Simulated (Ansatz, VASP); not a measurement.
## B3C in VASP and in Ansatz

```xyz
4
Lattice="3.3500 0.0000 0.0000 -1.6750 2.9011 0.0000 0.0000 0.0000 3.0298" Properties=species:S:1:pos:R:3 pbc="T T T"
B     1.6750    0.0000    1.5149
B    -0.8375    1.4506    1.5149
B     0.8375    1.4506    1.5149
C     0.0000    0.0000    0.0000
```

Alike in both runs: functional PBE; k mesh 7 × 7 × 4; occupations gaussian, width 0.2 eV; no spin polarisation.

Ansatz relaxed the structure, and its values are those at the end. VASP's run is a single point on that final structure, the one shown.

|  | VASP | Ansatz |
| --- | --- | --- |
| version | VASP 6.6.1 | Ansatz 0.2.0 |
| potentials or method | VASP PAW PBE potentials, release 64 (B, C), cutoff 600 eV | scalar-relativistic, plane waves, PAW |
| valence electrons in the cell | 13 | 13 |

```csv
,VASP,Ansatz,Ansatz less VASP
gap on the k mesh at the Fermi level (eV),none,none,-
pressure (GPa),0.0,0.1,+0.11
```

A gap of «none» marks a metal or a gap that the smearing closes. The functional is the same, so the differences come from potentials, cutoffs and numerics.

The k mesh is coarse, so the values compare programs but aren't converged.
